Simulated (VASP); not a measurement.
# In (P6_3/mmc) in VASP: single point with PBEsol-based global hybrid with 25 % exact exchange

Aim: the single point of In with PBEsol-based global hybrid with 25 % exact exchange.

Everything below comes from runs of VASP 6.6.1. Logs are shortened: lines on timing, memory, paths and dates and some standing lists are left out, and cuts for length are marked.

## (1) The cell of the first run

The structure is hexagonal, space group P6_3/mmc (No. 194). Conventional cell: a = 3.335 Å, b = 3.335 Å, c = 5.509 Å, α = 90.00°, β = 90.00°, γ = 120.00°. In (site symmetry -6m2) has 12 In at 3.34 to 3.36 Å within 4.4 Å.

This isn't the form of In at room conditions, which is tetragonal.

## (2) Single point, PBEsol-based global hybrid with 25 % exact exchange

POSCAR reads:

```
In
1.0
    3.3354847820      0.0000000000      0.0000000000
   -1.6677423910      2.8886145552      0.0000000000
    0.0000000000      0.0000000000      5.5091429200
In
2
Direct
    0.6666666667      0.3333333333      0.7500000000
    0.3333333333      0.6666666667      0.2500000000
```

INCAR.step1 reads:

```
SYSTEM = In
PREC = Accurate ; ENCUT = 520
EDIFF = 1E-5 ; ISMEAR = -1
SIGMA = 0.05 ; LREAL = .FALSE.
LASPH = .TRUE. ; NELM = 80
ALGO = Normal ; ISIF = 2
LWAVE = .TRUE. ; LCHARG = .FALSE.
GGA = PE ; NBANDS = 20
```

INCAR.step2 reads:

```
SYSTEM = In
PREC = Accurate ; ENCUT = 520
EDIFF = 1E-6 ; ISMEAR = -1
SIGMA = 0.05 ; LREAL = .FALSE.
LASPH = .TRUE. ; NELM = 80
ALGO = Normal ; ISIF = 2
LWAVE = .FALSE. ; LCHARG = .FALSE.
GGA = PS ; LHFCALC = .TRUE.
AEXX = 0.25 ; PRECFOCK = Normal
ISTART = 1 ; NBANDS = 20
```

KPOINTS reads:

```
Automatic mesh
0
G
  5 5 3
  0 0 0
```

Potentials or basis: VASP PAW PBE potentials, release 64 (In_d).

Started as:

```console
> cat potpaw_PBE.64/In_d/POTCAR > POTCAR
> cp INCAR.step1 INCAR
> mpirun -np 1 vasp_std > vasp.out
> cp INCAR.step2 INCAR
> mpirun -np 1 vasp_std > vasp.out
```

OUTCAR:

```text
SYSTEM = In
   PREC = Accurate
   ENCUT = 520
   EDIFF = 1E-6
   ISMEAR = -1
   LREAL = .FALSE.
   LASPH = .TRUE.
   NELM = 80
   ISIF = 2
   GGA = PS
   LHFCALC = .TRUE.
   AEXX = 0.25
   PRECFOCK = Normal
   ISTART = 1

 ion  position               nearest neighbor table
   1  0.667  0.333  0.750-   2 3.36   2 3.36   2 3.36   2 3.36   2 3.36   2 3.36
   2  0.333  0.667  0.250-   1 3.36   1 3.36   1 3.36   1 3.36   1 3.36   1 3.36

  LATTYP: Found a hexagonal cell.
 ALAT       =     3.3354847820
 C/A-ratio  =     1.6516768266

  Lattice vectors:

 A1 = (   3.3354847820,   0.0000000000,   0.0000000000)
 A2 = (  -1.6677423910,   2.8886145552,   0.0000000000)
 A3 = (   0.0000000000,   0.0000000000,   5.5091429200)

Analysis of symmetry for initial positions (statically):
=====================================================================
 Subroutine PRICEL returns:
 Original cell was already a primitive cell.

 Routine SETGRP: Setting up the symmetry group for a
 hexagonal supercell.

 Subroutine GETGRP returns: Found 24 space group operations
 (whereof 12 operations were pure point group operations)
 out of a pool of 24 trial point group operations.

The static configuration has the point symmetry D_3d.
 The point group associated with its full space group is D_6h.

Analysis of symmetry for dynamics (positions and initial velocities):
=====================================================================
 Subroutine PRICEL returns:
 Original cell was already a primitive cell.

 Routine SETGRP: Setting up the symmetry group for a
 hexagonal supercell.

 Subroutine GETGRP returns: Found 24 space group operations
 (whereof 12 operations were pure point group operations)
 out of a pool of 24 trial point group operations.

The dynamic configuration has the point symmetry D_3d.
 The point group associated with its full space group is D_6h.

 Subroutine INISYM returns: Found 24 space group operations
 (whereof 12 operations are pure point group operations),
 and found     1 'primitive' translations

----------------------------------------------------------------------------------------

                                     Primitive cell

  volume of cell :      53.0802

  direct lattice vectors                    reciprocal lattice vectors
     3.335484782  0.000000000  0.000000000     0.299806495  0.173093360  0.000000000
    -1.667742391  2.888614555  0.000000000     0.000000000  0.346186721  0.000000000
     0.000000000  0.000000000  5.509142920     0.000000000  0.000000000  0.181516438

  length of vectors
     3.335484782  3.335484782  5.509142920     0.346186721  0.346186721  0.181516438

  position of ions in fractional coordinates (direct lattice)
     0.666666667  0.333333333  0.750000000
     0.333333333  0.666666667  0.250000000

  ion indices of the primitive-cell ions
   primitive index   ion index
                 1           1
                 2           2

----------------------------------------------------------------------------------------

 KPOINTS: Automatic mesh

Automatic generation of k-mesh.
 Grid dimensions read from file:
 generate k-points for:    5    5    3

 Generating k-lattice:

  Cartesian coordinates                     Fractional coordinates (reciprocal lattice)
     0.059961299  0.034618672  0.000000000     0.200000000  0.000000000  0.000000000
     0.000000000  0.069237344  0.000000000     0.000000000  0.200000000  0.000000000
     0.000000000  0.000000000  0.060505479     0.000000000  0.000000000  0.333333333

  Length of vectors
     0.069237344  0.069237344  0.060505479

  Shift w.r.t. Gamma in fractional coordinates (k-lattice)
     0.000000000  0.000000000  0.000000000

 Subroutine IBZKPT returns following result:
 ===========================================

 Found     10 irreducible k-points:

 Following reciprocal coordinates:
            Coordinates               Weight
  0.000000  0.000000  0.000000      1.000000
  0.200000  0.000000  0.000000      6.000000
  0.400000  0.000000  0.000000      6.000000
  0.200000  0.200000  0.000000      6.000000
  0.400000  0.200000  0.000000      6.000000
  0.000000  0.000000  0.333333      2.000000
  0.200000  0.000000  0.333333     12.000000
  0.400000  0.000000  0.333333     12.000000
  0.200000  0.200000  0.333333     12.000000
  0.400000  0.200000  0.333333     12.000000
   k-points           NKPTS =     10   k-points in BZ     NKDIM =     75   number of bands    NBANDS=     20
   number of dos      NEDOS =    301   number of ions     NIONS =      2
   total plane-waves  NPLWV =  32928
   dimension x,y,z NGX =    28 NGY =   28 NGZ =   42
   dimension x,y,z NGXF=    56 NGYF=   56 NGZF=   84
   ions per type =               2
   NGX,Y,Z   is equivalent  to a cutoff of  13.96, 13.96, 12.67 a.u.
   NGXF,Y,Z  is equivalent  to a cutoff of  27.91, 27.91, 25.35 a.u.
 SYSTEM =  In
   PREC   = accura    normal or accurate (medium, high low for compatibility)
   ISTART =      1    job   : 0-new  1-cont  2-samecut
   ICHARG =      0    charge: 1-file 2-atom 10-const
   ISPIN  =      1    spin polarized calculation?
   LNONCOLLINEAR =      F non collinear calculations
   LSORBIT =      F    spin-orbit coupling
   LASPH  =      T    aspherical Exc in radial PAW
   ENCUT  =  520.0 eV  38.22 Ry    6.18 a.u.   6.20  6.20 10.24*2*pi/ulx,y,z
   NELM   =     80;   NELMIN=  2; NELMDL=  0     # of ELM steps
   EDIFF  = 0.1E-05   stopping-criterion for ELM
   LREAL  =      F    real-space projection
   EDIFFG = 0.1E-04   stopping-criterion for IOM
   NSW    =      0    number of steps for IOM
   IBRION =     -1    ionic relax: 0-MD 1-quasi-New 2-CG
   NFREE  =      0    steps in history (QN), initial steepest desc. (CG)
   ISIF   =      2    stress and relaxation
   ISYM   =      3    0-nonsym 1-usesym 2-fastsym
   POTIM  = 0.5000    time-step for ionic-motion
   TEBEG  =    0.0;   TEEND  =   0.0 temperature during run
   PSTRESS=    0.0 pullay stress
   NELECT =      26.0000    total number of electrons
   NUPDOWN=      -1.0000    fix difference up-down
   EMIN   =  10.00;   EMAX   =-10.00  energy-range for DOS
   EFERMI =   0.00;   METHOD = LEGACY
   ISMEAR =    -1;   SIGMA  =   0.05  broadening in eV -4-tet -1-fermi 0-gaus
   EFERMI_NEDOS =   21; number of points for ismear=-14 and -15
   IALGO  =     38    algorithm
   IMIX   =      1    mixing-type and parameters
     AMIX     =   0.40;   BMIX     =  1.00
     AMIX_MAG =   1.60;   BMIX_MAG =  1.00
  volume/ion in A,a.u.               =      26.54       179.10
  Fermi-wavevector in a.u.,A,eV,Ry     =   1.290491  2.438675 22.658704  1.665368
  Thomas-Fermi vector in A             =   2.422320
   LORBIT       =      0    0 simple, 1 ext, 2 COOP (PROOUT), +10 PAW based schemes
   GGA     = PS    functional components
   LHFCALC =     T    Hartree Fock is set to
   PRECFOCK=normal    Normal, Fast or Accurate (Low or Medium for compatibility)
   ENCUT4O =  -1.0   cutoff for four orbital integrals eV
   NKREDX  =     1    reduce k-point grid by
   NKREDY  =     1    reduce k-point grid by
   NKREDZ  =     1    reduce k-point grid by
   AEXX    =    0.2500 exact exchange contribution
   HFSCREEN=    0.0000 screening length (either q_TF or 0.3 A-1)
   HFSCREENC=   0.0000 screening length for correlation (either q_TF or 0.3 A-1)
   ENCUTFOCK=  -1.0 apply spherical cutoff to Coloumb kernel
   IVDW    =     0    specifies the selected vdW correction
   LEPSILON=     F    determine dielectric tensor
   LRPA    =     F    only Hartree local field effects (RPA)
 non-spin polarized calculation
  energy-cutoff  :      520.00
  volume of cell :       53.08
 maximum number of plane-waves:      1454
 NGX is ok and might be reduce to    28
  NGX = 20; NGY = 20; NGZ = 32

 number of electron      26.0000008 magnetization

 Free energy of the ion-electron system (eV)
  ---------------------------------------------------
  ext. energy  EPLUGINS =         0.00000000
  ---------------------------------------------------
  free energy    TOTEN  =        -7.02794173 eV

  energy without entropy =       -7.01775160  energy(sigma->0) =       -7.02284666

 E-fermi :   7.2772     XC(G=0):  -8.1533

 val. band max:        7.2425596289   @ k =   0.4000   0.0000   0.3333
 cond. band min:       8.0351634206   @ k =   0.0000   0.0000   0.3333
 fundamental gap:      0.7926037917
 Fermi energy:         7.2772250708

 k-point     1 :       0.0000    0.0000    0.0000
  band No.  band energies     occupation
      1      -9.9121      2.00000
      2      -9.8532      2.00000
      3      -9.8314      2.00000
      4      -9.8314      2.00000
      5      -9.8045      2.00000
      6      -9.8045      2.00000
[... 12 lines left out ...]
     19      19.1673      0.00000
     20      19.7396      0.00000

 k-point     2 :       0.2000    0.0000    0.0000
  band No.  band energies     occupation
      1      -9.9382      2.00000
      2      -9.8401      2.00000
      3      -9.8057      2.00000
      4      -9.7871      2.00000
      5      -9.7632      2.00000
      6      -9.7310      2.00000
[... 12 lines left out ...]
     19      18.7635      0.00000
     20      19.8992      0.00000

 k-point     3 :       0.4000    0.0000    0.0000
  band No.  band energies     occupation
      1     -10.0346      2.00000
      2      -9.9097      2.00000
      3      -9.8849      2.00000
      4      -9.8169      2.00000
      5      -9.7047      2.00000
      6      -9.7028      2.00000
[... 12 lines left out ...]
     19      16.9582      0.00000
     20      18.6904      0.00000

 k-point     4 :       0.2000    0.2000    0.0000
  band No.  band energies     occupation
      1      -9.8945      2.00000
      2      -9.8850      2.00000
      3      -9.8794      2.00000
      4      -9.8099      2.00000
      5      -9.7376      2.00000
      6      -9.6928      2.00000
[... 12 lines left out ...]
     19      16.0893      0.00000
     20      20.6806      0.00000

 k-point     5 :       0.4000    0.2000    0.0000
  band No.  band energies     occupation
      1      -9.9482      2.00000
      2      -9.9301      2.00000
      3      -9.8047      2.00000
      4      -9.8043      2.00000
      5      -9.7330      2.00000
      6      -9.6906      2.00000
[... 12 lines left out ...]
     19      14.8799      0.00000
     20      20.4689      0.00000

 k-point     6 :       0.0000    0.0000    0.3333
  band No.  band energies     occupation
      1      -9.8910      2.00000
      2      -9.8608      2.00000
      3      -9.8480      2.00000
      4      -9.8480      2.00000
      5      -9.8279      2.00000
      6      -9.8279      2.00000
[... 12 lines left out ...]
     19      19.3387      0.00000
     20      19.6160      0.00000

 k-point     7 :       0.2000    0.0000    0.3333
  band No.  band energies     occupation
      1      -9.9210      2.00000
      2      -9.8719      2.00000
      3      -9.8392      2.00000
      4      -9.7976      2.00000
      5      -9.7678      2.00000
      6      -9.7309      2.00000
[... 12 lines left out ...]
     19      17.2581      0.00000
     20      18.5254      0.00000

 k-point     8 :       0.4000    0.0000    0.3333
  band No.  band energies     occupation
      1      -9.9963      2.00000
      2      -9.9312      2.00000
      3      -9.9153      2.00000
      4      -9.8323      2.00000
      5      -9.7490      2.00000
      6      -9.6105      2.00000
[... 12 lines left out ...]
     19      16.2833      0.00000
     20      17.3866      0.00000

 k-point     9 :       0.2000    0.2000    0.3333
  band No.  band energies     occupation
      1      -9.9143      2.00000
      2      -9.8808      2.00000
      3      -9.8611      2.00000
      4      -9.7876      2.00000
      5      -9.7681      2.00000
      6      -9.6946      2.00000
[... 12 lines left out ...]
     19      19.0912      0.00000
     20      19.1987      0.00000

 k-point    10 :       0.4000    0.2000    0.3333
  band No.  band energies     occupation
      1      -9.9208      2.00000
      2      -9.9080      2.00000
      3      -9.8281      2.00000
      4      -9.8265      2.00000
      5      -9.7928      2.00000
      6      -9.6381      2.00000
[... 12 lines left out ...]
     19      17.7031      0.00000
     20      20.0265      0.00000

------------------------ aborting loop because EDIFF is reached ----------------------------------------

  FORCE on cell =-STRESS in cart. coord.  units (eV):
  Direction    XX          YY          ZZ          XY          YZ          ZX
  --------------------------------------------------------------------------------------
  -------------------------------------------------------------------------------------
  Total       -0.7774400     -0.7774400     -0.5648409      0.0000000      0.0000000      0.0000000
  in kB      -23.4663122    -23.4663122    -17.0492039      0.0000000      0.0000000      0.0000000
  external PRESSURE =     -21.3272761 kB  Pullay stress =       0.0000000 kB

 VOLUME and BASIS-vectors are now :
 -----------------------------------------------------------------------------
  energy-cutoff  :      520.00
  volume of cell :       53.08
      direct lattice vectors                 reciprocal lattice vectors
     3.335484782  0.000000000  0.000000000     0.299806495  0.173093360  0.000000000
    -1.667742391  2.888614555  0.000000000     0.000000000  0.346186721  0.000000000
     0.000000000  0.000000000  5.509142920     0.000000000  0.000000000  0.181516438

 POSITION                                       TOTAL-FORCE (eV/Angst)
 -----------------------------------------------------------------------------------
      1.66774      0.96287      4.13186        -0.000000      0.000000      0.000000
     -0.00000      1.92574      1.37729         0.000000     -0.000000     -0.000000
 -----------------------------------------------------------------------------------
    total drift:                               -0.000000      0.000000     -0.000000

  FREE ENERGIE OF THE ION-ELECTRON SYSTEM (eV)
  ---------------------------------------------------
  free  energy   TOTEN  =        -7.0279417284 eV

  energy  without entropy=       -7.0177515989  energy(sigma->0) =       -7.02284666
```

It took 12 min on 1 thread of Intel Xeon Platinum 8488C (Sapphire Rapids), shared host; peak memory 0.18 GiB.

Results:

| Property | Result |
| --- | --- |
| Free energy | -7.0279 eV |
| Pressure | -2.1 GPa |
| Band gap on the k mesh | zero (bands 13 and 14 overlap by 3.12 eV) |

Levels at points of the mesh, in eV from the Fermi level:
```csv
k point,band 10,band 11,band 12,band 13,band 14,band 15,band 16,band 17
"(0.00, 0.00, 0.00)",-16.82,-11.26,-5.43,-4.27,9.50,9.50,11.34,11.34
```

Caveat: the k points lie up to 0.44 Å⁻¹ apart, too coarse for converged energies and pressures of a metal; the PAW data sets were made with another functional, which shifts forces and pressure a little; spin-orbit coupling is left out, which moves the levels of the heavy elements.
